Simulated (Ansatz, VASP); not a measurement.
## One calculation of SiC, two programs

```
Si C
1.0
     2.84063    0.00000    0.00000
    -1.42032    2.46006    0.00000
     0.00000    0.00000    4.64630
Si C
2 2
Direct
  0.33333 0.66667 0.49943
  0.66667 0.33333 0.99943
  0.33333 0.66667 0.87557
  0.66667 0.33333 0.37557
```

Alike in both runs: task single point; functional PBE; k mesh 12 × 12 × 6; occupations gaussian, width 0.02 eV; no spin polarisation.

|  | VASP | Ansatz |
| --- | --- | --- |
| version | VASP 6.6.1 | Ansatz 0.2.0 |
| potentials or method | VASP PAW PBE potentials, release 64 (Si, C), cutoff 520 eV | scalar-relativistic, plane waves, PAW |
| valence electrons in the cell | 16 | 16 |

|  | VASP | Ansatz | Ansatz less VASP |
| --- | --- | --- | --- |
| gap on the k mesh at the Fermi level (eV) | 1.82 | 1.83 | +0.005 |
| least direct gap on the mesh (eV) | 4.43 | 4.44 | +0.009 |
| rms of the force components (eV/Å) | 0.005 | 0.004 | -0.0005 |

Atom by atom the forces differ by 0.001 eV/Å (rms over components).
